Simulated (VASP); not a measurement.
Write the native input for VASP 6.6.1 that does the following.

| Item | Value |
| --- | --- |
| Task | single point |
| Functional | PBE |
| Dispersion | D3(BJ) |
| Potentials or basis | VASP PAW PBE potentials, release 64 (Mo_sv, S) |
| Cutoff | 520 eV |
| k mesh | 18 × 18 × 18 |
| Occupations | gaussian, width 0.15 eV |
| Spin | no spin polarisation |
| Dipole correction | no |
| Further INCAR settings | ALGO = Normal; EDIFF = 1e-06; NBANDS = 20 |

The structure of MoS2 lies in POSCAR:

```
MoS2
1.0
    1.5079765253      0.8706306528      5.9589013495
   -1.5079765253      0.8706306528      5.9589013495
    0.0000000000     -1.7412613057      5.9589013495
Mo S
1 2
Direct
    0.0000000000      0.0000000000      0.0000000000
    0.7563304588      0.7563304588      0.7563304588
    0.2436695412      0.2436695412      0.2436695412
```

This cell differs from its parent crystal: strain -0.0375 x Voigt [1, 1, 0, 0, 0, 0].

The input as run:

INCAR

```
  ALGO = Normal
  EDIFF = 1E-6
  ENCUT = 520
  GGA = PE
  ISIF = 2
  ISMEAR = 0
  IVDW = 12
  LASPH = True
  LCHARG = False
  LREAL = False
  LWAVE = False
  NBANDS = 20
  NELM = 80
  PREC = Accurate
  SIGMA = 0.15
```

KPOINTS

```
k-points
0
Gamma
  18 18 18
```

Potentials or basis: VASP PAW PBE potentials, release 64 (Mo_sv, S).

Command:

```bash
$ cat potpaw_PBE.64/Mo_sv/POTCAR potpaw_PBE.64/S/POTCAR > POTCAR
$ mpirun -np 1 vasp_std > vasp.out
```

It gave:

The pressure is 12.8 GPa and the largest force is 0.959 eV/Å. The band gap on the k mesh is zero (bands 13 and 14 overlap by 0.53 eV) and the dispersion energy per atom is -0.486 eV.

Caveat: the cell differs from its parent crystal (strain -0.0375 x Voigt [1, 1, 0, 0, 0, 0]); the cell stands under pressure.

It took 12 min on 1 thread of Intel(R) Xeon(R) 6975P-C (Granite Rapids), with other jobs on the host, peak memory 0.7 GiB.
